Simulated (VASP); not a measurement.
Runs of VASP 6.6.1 on S. The structure is that of space group P3_121 (No. 152), or close to it. The cells are those of the table. 

```tsv
task	cell	k mesh	cutoff (eV)	smearing	gap on the mesh (eV)	pressure (GPa)	largest force (eV/Å)
single point	a = 4.337, b = 4.337, c = 4.408 Å, angles 90.0, 90.0, 120.0°, 3 atoms	6 × 6 × 4	520	gaussian 0.1 eV	(c)	-0.3	0.10
relaxation of cell and atoms	relaxed from a = 4.419, b = 4.419, c = 5.013 Å, angles 90.0, 90.0, 120.0°, 3 atoms	6 × 6 × 4	600	gaussian 0.1 eV	(a)	0.0	-
single point	a = 4.420, b = 4.420, c = 4.399 Å, angles 90.0, 90.0, 120.0°, 3 atoms	9 × 9 × 6	520	gaussian 0.02 eV	1.97	-0.4	0.09
single point	a = 4.419, b = 4.419, c = 5.013 Å, angles 90.0, 90.0, 120.0°, 3 atoms	6 × 6 × 4	520	gaussian 0.1 eV	0.94	(b)	2.66
```

Alike in all rows: level PBEsol; potentials or basis VASP PAW PBE potentials, release 64 (S); no spin polarisation.

Fill in the values left out.

(a) 1.96; (b) -12.7; (c) 1.80.

Caveats: the PAW data sets were made with another functional, which shifts forces and pressure a little.

A k mesh can miss the band edges.
